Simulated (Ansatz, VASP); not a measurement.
## Two plane-wave programs on LiBr

```
Li Br
1.0
     0.00000    2.76669    2.76669
     2.76669    0.00000    2.76669
     2.76669    2.76669    0.00000
Li Br
1 1
Direct
  0.00000 0.00000 0.00000
  0.50000 0.50000 0.50000
```

Alike in both runs: task single point; functional r2SCAN; k mesh 6 × 6 × 6; no spin polarisation.

```csv
,VASP,Ansatz
version,VASP 6.6.1,Ansatz 0.2.0
potentials or method,"VASP PAW PBE potentials, release 64 (Li_sv, Br)","plane waves, PAW"
plane-wave cutoff (eV),830,500
occupations,"gaussian, width 0.01 eV",fixed
valence electrons in the cell,10,10
```

```csv
,VASP,Ansatz,Ansatz less VASP
gap on the k mesh at the Fermi level (eV),5.79,5.74,-0.051
pressure (GPa),-1.2,-0.8,+0.40
```

VASP's potentials were made for PBE, not for r2SCAN.
